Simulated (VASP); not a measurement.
Runs of VASP 6.6.1 on C. The structure is that of space group Fd-3m (No. 227), or close to it. The cells are those of the table. 

```tsv
task	potentials or basis	cell	k mesh	cutoff (eV)	smearing	second run	gap on the mesh (eV)	pressure (GPa)
single point	VASP PAW LDA potentials, release 64 (C)	a = 2.497 Å, angles 60.0°, 2 atoms	12 × 12 × 12	520	gaussian 0.02 eV	-	4.20	(a)
single point	VASP PAW LDA potentials, release 64 (C_h)	a = 2.497 Å, angles 60.0°, 2 atoms	12 × 12 × 12	910	gaussian 0.02 eV	hard_potentials	4.20	0.7
relaxation of cell and atoms	VASP PAW LDA potentials, release 64 (C)	relaxed from a = 2.498 Å, angles 60.0°, 2 atoms	12 × 12 × 12	600	gaussian 0.02 eV	-	4.19	0.0
single point	VASP PAW LDA potentials, release 64 (C)	a = 2.498 Å, angles 60.0°, 2 atoms	10 × 10 × 10	600	gaussian 0.1 eV	-	4.20	0.7
```

Alike in all rows: level LDA; no spin polarisation.

**Question.** Estimate the missing entries.

**Answer.** (a) 1.6.

Caveats: the cutoff is under 1.25 times the usual one of these potentials, so pressure, stress and relaxed cells hold a basis-set (Pulay) error (some runs).

A k mesh can miss the band edges.
